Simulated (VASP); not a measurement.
# TiCo (Pm-3m) in VASP: a series of runs

Runs on TiCo. Level: PBE. Tasks: single point, relaxation of cell and atoms.

All numbers are computed with VASP 6.6.1; they aren't measurements. Logs are shortened: lines on timing, memory, paths and dates and some standing lists are left out, and cuts for length are marked.

### 1 The cell of the first run

Symmetry: Pm-3m, No. 221, cubic system. The conventional cell has a = 2.985 Å, b = 2.985 Å, c = 2.985 Å, α = 90.00°, β = 90.00°, γ = 90.00°. Ti (site symmetry m-3m) has 8 Co at 2.59 Å and 6 Ti at 2.99 Å within 3.4 Å. Within 3.4 Å of Co (site symmetry m-3m) lie 8 Ti at 2.59 Å and 6 Co at 2.99 Å.

### 2 Single point, PBE, collinear spin, ferromagnetic start

Input file INCAR:

```
PREC     = Accurate       # precision mode
ENCUT    = 520            # plane-wave cutoff, eV
EDIFF    = 1E-6           # SCF threshold, eV
ISMEAR   = 0              # smearing method
SIGMA    = 0.1            # smearing width, eV
LREAL    = F              # projectors in reciprocal space
LASPH    = T              # aspherical terms in the spheres
NELM     = 150            # most SCF steps
ALGO     = Normal         # electronic algorithm
ISIF     = 2              # what is computed and relaxed
LWAVE    = F              # write WAVECAR
LCHARG   = T              # write CHGCAR
ISPIN    = 2              # spin polarisation
MAGMOM   = 0 0.57         # initial moments
LORBIT   = 11             # projections on sites
LMAXMIX  = 4              # l up to which the mixer works
GGA      = PE             # functional
LELF     = T              # ELF
LVHAR    = T            
NBANDS   = 22             # bands
```

Input file KPOINTS:

```
Automatic mesh
0
Gamma
  14 14 14
```

Input file POSCAR:

```
TiCo
1.0
    2.9854752798      0.0000000000      0.0000000000
    0.0000000000      2.9854752798      0.0000000000
    0.0000000000      0.0000000000      2.9854752798
Ti Co
1 1
Direct
    0.5000000000      0.5000000000      0.5000000000
    0.0000000000      0.0000000000      0.0000000000
```

Potentials or basis: VASP PAW PBE potentials, release 64 (Ti_sv, Co).

Run with:

```console
> cat potpaw_PBE.64/Ti_sv/POTCAR potpaw_PBE.64/Co/POTCAR > POTCAR
> mpirun -np 1 vasp_std > vasp.out
```

OUTCAR:

```text
PREC = Accurate
   ENCUT = 520
   EDIFF = 1E-6
   ISMEAR = 0
   LREAL = F
   LASPH = T
   NELM = 150
   ISIF = 2
   ISPIN = 2
   LORBIT = 11
   GGA = PE

 ion  position               nearest neighbor table
   1  0.500  0.500  0.500-   2 2.59   2 2.59   2 2.59   2 2.59   2 2.59   2 2.59   2 2.59   2 2.59

   2  0.000  0.000  0.000-   1 2.59   1 2.59   1 2.59   1 2.59   1 2.59   1 2.59   1 2.59   1 2.59

  LATTYP: Found a simple cubic cell.
 ALAT       =     2.9854752798

  Lattice vectors:

 A1 = (   2.9854752798,   0.0000000000,   0.0000000000)
 A2 = (   0.0000000000,   2.9854752798,   0.0000000000)
 A3 = (   0.0000000000,   0.0000000000,   2.9854752798)

Analysis of symmetry for initial positions (statically):
=====================================================================
 Subroutine PRICEL returns:
 Original cell was already a primitive cell.

 Routine SETGRP: Setting up the symmetry group for a
 simple cubic supercell.

 Subroutine GETGRP returns: Found 48 space group operations
 (whereof 48 operations were pure point group operations)
 out of a pool of 48 trial point group operations.

The static configuration has the point symmetry O_h .

Analysis of symmetry for dynamics (positions and initial velocities):
=====================================================================
 Subroutine PRICEL returns:
 Original cell was already a primitive cell.

 Routine SETGRP: Setting up the symmetry group for a
 simple cubic supercell.

 Subroutine GETGRP returns: Found 48 space group operations
 (whereof 48 operations were pure point group operations)
 out of a pool of 48 trial point group operations.

The dynamic configuration has the point symmetry O_h .

Analysis of structural, dynamic, and magnetic symmetry:
=====================================================================
 Subroutine PRICEL returns:
 Original cell was already a primitive cell.

 Routine SETGRP: Setting up the symmetry group for a
 simple cubic supercell.

 Subroutine GETGRP returns: Found 48 space group operations
 (whereof 48 operations were pure point group operations)
 out of a pool of 48 trial point group operations.

The overall configuration has the point symmetry O_h .

 Subroutine INISYM returns: Found 48 space group operations
 (whereof 48 operations are pure point group operations),
 and found     1 'primitive' translations

----------------------------------------------------------------------------------------

                                     Primitive cell

  volume of cell :      26.6097

  direct lattice vectors                    reciprocal lattice vectors
     2.985475280  0.000000000  0.000000000     0.334955043  0.000000000  0.000000000
     0.000000000  2.985475280  0.000000000     0.000000000  0.334955043  0.000000000
     0.000000000  0.000000000  2.985475280     0.000000000  0.000000000  0.334955043

  length of vectors
     2.985475280  2.985475280  2.985475280     0.334955043  0.334955043  0.334955043

  position of ions in fractional coordinates (direct lattice)
     0.500000000  0.500000000  0.500000000
     0.000000000  0.000000000  0.000000000

  ion indices of the primitive-cell ions
   primitive index   ion index
                 1           1
                 2           2

----------------------------------------------------------------------------------------

 KPOINTS: Automatic mesh

Automatic generation of k-mesh.
 Grid dimensions read from file:
 generate k-points for:   14   14   14

 Generating k-lattice:

  Cartesian coordinates                     Fractional coordinates (reciprocal lattice)
     0.023925360  0.000000000  0.000000000     0.071428571  0.000000000  0.000000000
     0.000000000  0.023925360  0.000000000     0.000000000  0.071428571  0.000000000
     0.000000000  0.000000000  0.023925360     0.000000000  0.000000000  0.071428571

  Length of vectors
     0.023925360  0.023925360  0.023925360

  Shift w.r.t. Gamma in fractional coordinates (k-lattice)
     0.000000000  0.000000000  0.000000000

 Subroutine IBZKPT returns following result:
 ===========================================

 Found    120 irreducible k-points:

 Following reciprocal coordinates:
            Coordinates               Weight
  0.000000  0.000000  0.000000      1.000000
  0.071429  0.000000  0.000000      6.000000
  0.142857  0.000000  0.000000      6.000000
  0.214286  0.000000  0.000000      6.000000
  0.285714  0.000000  0.000000      6.000000
  0.357143  0.000000  0.000000      6.000000
[... 16 lines left out ...]
  0.285714  0.214286  0.000000     24.000000
  0.357143  0.214286  0.000000     24.000000
 [... further k-points ...]
   k-points           NKPTS =    120   k-points in BZ     NKDIM =    120   number of bands    NBANDS=     22
   number of dos      NEDOS =    301   number of ions     NIONS =      2
   total plane-waves  NPLWV =  13824
   dimension x,y,z NGX =    24 NGY =   24 NGZ =   24
   dimension x,y,z NGXF=    48 NGYF=   48 NGZF=   48
   ions per type =               1   1
   NGX,Y,Z   is equivalent  to a cutoff of  13.36, 13.36, 13.36 a.u.
   NGXF,Y,Z  is equivalent  to a cutoff of  26.73, 26.73, 26.73 a.u.
 SYSTEM =  unknown system
   PREC   = accura    normal or accurate (medium, high low for compatibility)
   ISTART =      0    job   : 0-new  1-cont  2-samecut
   ICHARG =      2    charge: 1-file 2-atom 10-const
   ISPIN  =      2    spin polarized calculation?
   LNONCOLLINEAR =      F non collinear calculations
   LSORBIT =      F    spin-orbit coupling
   LASPH  =      T    aspherical Exc in radial PAW
   ENCUT  =  520.0 eV  38.22 Ry    6.18 a.u.   5.55  5.55  5.55*2*pi/ulx,y,z
   NELM   =    150;   NELMIN=  2; NELMDL= -5     # of ELM steps
   EDIFF  = 0.1E-05   stopping-criterion for ELM
   LREAL  =      F    real-space projection
   EDIFFG = 0.1E-04   stopping-criterion for IOM
   NSW    =      0    number of steps for IOM
   IBRION =     -1    ionic relax: 0-MD 1-quasi-New 2-CG
   NFREE  =      0    steps in history (QN), initial steepest desc. (CG)
   ISIF   =      2    stress and relaxation
   ISYM   =      2    0-nonsym 1-usesym 2-fastsym
   POTIM  = 0.5000    time-step for ionic-motion
   TEBEG  =    0.0;   TEEND  =   0.0 temperature during run
   PSTRESS=    0.0 pullay stress
   NELECT =      21.0000    total number of electrons
   NUPDOWN=      -1.0000    fix difference up-down
   EMIN   =  10.00;   EMAX   =-10.00  energy-range for DOS
   EFERMI =   0.00;   METHOD = LEGACY
   ISMEAR =     0;   SIGMA  =   0.10  broadening in eV -4-tet -1-fermi 0-gaus
   EFERMI_NEDOS =   21; number of points for ismear=-14 and -15
   IALGO  =     38    algorithm
   IMIX   =      4    mixing-type and parameters
     AMIX     =   0.40;   BMIX     =  1.00
     AMIX_MAG =   1.60;   BMIX_MAG =  1.00
  volume/ion in A,a.u.               =      13.30        89.79
  Fermi-wavevector in a.u.,A,eV,Ry     =   1.512868  2.858907 31.140612  2.288770
  Thomas-Fermi vector in A             =   2.622735
   LORBIT       =     11    0 simple, 1 ext, 2 COOP (PROOUT), +10 PAW based schemes
   GGA     = PE    functional components
   LHFCALC =     F    Hartree Fock is set to
   AEXX    =    0.0000 exact exchange contribution
   IVDW    =     0    specifies the selected vdW correction
   LEPSILON=     F    determine dielectric tensor
   LRPA    =     F    only Hartree local field effects (RPA)
 spin polarized calculation
 Gauss-broadening in eV      SIGMA  =   0.10
  energy-cutoff  :      520.00
  volume of cell :       26.61
 maximum number of plane-waves:       739
 NGX is ok and might be reduce to    24
   NGX = 11   NGY = 11   NGZ = 11

 number of electron      20.9999983 magnetization       0.8762032

 Free energy of the ion-electron system (eV)
  ---------------------------------------------------
  ext. energy  EPLUGINS =         0.00000000
  ---------------------------------------------------
  free energy    TOTEN  =       -15.67862234 eV

  energy without entropy =      -15.66872289  energy(sigma->0) =      -15.67367261

 E-fermi :   9.9286     XC(G=0): -12.5782

 val. band max:        9.9256253822   @ k =   0.3571   0.3571   0.2143
 cond. band min:       9.9288451755   @ k =   0.3571   0.3571   0.0714
 fundamental gap:      0.0032197933
 Fermi energy:         9.9285845968

 spin component 1

 k-point     1 :       0.0000    0.0000    0.0000
  band No.  band energies     occupation
      1     -47.2081      1.00000
      2     -23.3006      1.00000
      3     -23.3006      1.00000
      4     -23.3006      1.00000
      5       2.2479      1.00000
      6       5.7491      1.00000
[... 14 lines left out ...]
     21      29.2654      0.00000
     22      30.8849      0.00000

 k-point     2 :       0.0714    0.0000    0.0000
  band No.  band energies     occupation
      1     -47.2065      1.00000
      2     -23.3157      1.00000
      3     -23.2996      1.00000
      4     -23.2996      1.00000
      5       2.3492      1.00000
      6       5.7887      1.00000
[... 542 lines left out ...]
 k-point    24 :       0.3571    0.2143    0.0000
  band No.  band energies     occupation
      1     -47.1710      1.00000
      2     -23.5276      1.00000
      3     -23.3919      1.00000
      4     -23.2723      1.00000
      5       4.9754      1.00000
      6       6.3568      1.00000
[... 14 lines left out ...]
     21      27.9974      0.00000
     22      29.4934      0.00000

 [... further k-points ...]

 spin component 2

 k-point     1 :       0.0000    0.0000    0.0000
  band No.  band energies     occupation
      1     -47.2186      1.00000
      2     -23.3120      1.00000
      3     -23.3120      1.00000
      4     -23.3120      1.00000
      5       2.2410      1.00000
      6       6.4314      1.00000
[... 14 lines left out ...]
     21      29.4319      0.00000
     22      30.7698      0.00000

 k-point     2 :       0.0714    0.0000    0.0000
  band No.  band energies     occupation
      1     -47.2170      1.00000
      2     -23.3273      1.00000
      3     -23.3110      1.00000
      4     -23.3110      1.00000
      5       2.3426      1.00000
      6       6.4776      1.00000
[... 542 lines left out ...]
 k-point    24 :       0.3571    0.2143    0.0000
  band No.  band energies     occupation
      1     -47.1812      1.00000
      2     -23.5414      1.00000
      3     -23.4044      1.00000
      4     -23.2835      1.00000
      5       5.0455      1.00000
      6       6.8891      1.00000
[... 14 lines left out ...]
     21      27.9067      0.00000
     22      29.5591      0.00000

 [... further k-points ...]
[... 5 lines left out ...]
  --------------------------------------------------------------------------------------
  -------------------------------------------------------------------------------------
  Total       -0.0704352     -0.0704352     -0.0704352     -0.0000000     -0.0000000     -0.0000000
  in kB       -4.2409163     -4.2409163     -4.2409163     -0.0000000     -0.0000000     -0.0000000
  external PRESSURE =      -4.2409163 kB  Pullay stress =       0.0000000 kB

 VOLUME and BASIS-vectors are now :
 -----------------------------------------------------------------------------
  energy-cutoff  :      520.00
  volume of cell :       26.61
      direct lattice vectors                 reciprocal lattice vectors
     2.985475280  0.000000000  0.000000000     0.334955043  0.000000000  0.000000000
     0.000000000  2.985475280  0.000000000     0.000000000  0.334955043  0.000000000
     0.000000000  0.000000000  2.985475280     0.000000000  0.000000000  0.334955043

 POSITION                                       TOTAL-FORCE (eV/Angst)
 -----------------------------------------------------------------------------------
      1.49274      1.49274      1.49274         0.000000      0.000000      0.000000
      0.00000      0.00000      0.00000         0.000000      0.000000      0.000000
 -----------------------------------------------------------------------------------
    total drift:                                0.000000      0.000000     -0.000000

  FREE ENERGIE OF THE ION-ELECTRON SYSTEM (eV)
  ---------------------------------------------------
  free  energy   TOTEN  =       -15.6786223387 eV

  energy  without entropy=      -15.6687228904  energy(sigma->0) =      -15.67367261

 total charge

# of ion       s       p       d       tot
------------------------------------------
    1        2.247   6.180   1.860  10.287
    2        0.526   0.461   7.301   8.288
--------------------------------------------------
tot          2.774   6.641   9.160  18.575

 magnetization (x)

# of ion       s       p       d       tot
------------------------------------------
    1       -0.002  -0.013  -0.015  -0.030
    2        0.029  -0.005   0.931   0.955
--------------------------------------------------
tot          0.026  -0.017   0.916   0.925
```

It took 45 s on 1 thread of Intel Xeon 6975P-C (Granite Rapids), shared host; peak memory 0.23 GiB.

What came out:

- Free energy: -15.6786 eV
- Pressure: -0.4 GPa
- Net moment: 0.88 μB per cell
- Site moments: Ti -0.03; Co +0.95 μB
- Valence electrons inside the program's atomic spheres: Ti 10.29; Co 8.29

Levels at points of the mesh, in eV from the Fermi level:
Spin up:
| k point | band 7 | band 8 | band 9 | band 10 | band 11 | band 12 | band 13 | band 14 | band 15 | band 16 |
| --- | --- | --- | --- | --- | --- | --- | --- | --- | --- | --- |
| (0.00, 0.00, 0.00) | -4.18 | -1.88 | -1.88 | -1.88 | 0.48 | 0.48 | 2.68 | 2.68 | 2.68 | 8.93 |
| (0.50, 0.00, 0.00) | -3.11 | -1.99 | -1.99 | -1.52 | -0.68 | -0.62 | 0.67 | 0.67 | 2.24 | 3.90 |
| (0.50, 0.50, 0.00) | -2.73 | -2.73 | -1.52 | -0.79 | 0.64 | 0.64 | 1.11 | 2.45 | 2.45 | 3.13 |
| (0.50, 0.50, 0.50) | -2.80 | -2.07 | -2.07 | -2.07 | -1.49 | -1.49 | 3.21 | 3.21 | 6.92 | 8.31 |
Spin down:
| k point | band 7 | band 8 | band 9 | band 10 | band 11 | band 12 | band 13 | band 14 |
| --- | --- | --- | --- | --- | --- | --- | --- | --- |
| (0.00, 0.00, 0.00) | -3.50 | -1.32 | -1.32 | -1.32 | 1.05 | 1.05 | 2.78 | 2.78 |
| (0.50, 0.00, 0.00) | -1.85 | -1.39 | -1.39 | -0.88 | -0.79 | 0.61 | 0.68 | 0.68 |
| (0.50, 0.50, 0.00) | -2.28 | -2.28 | 0.02 | 0.31 | 0.61 | 0.61 | 1.27 | 2.64 |
| (0.50, 0.50, 0.50) | -2.31 | -2.07 | -2.07 | -2.07 | 0.05 | 0.05 | 3.14 | 3.14 |

[end of part 1 of 2]
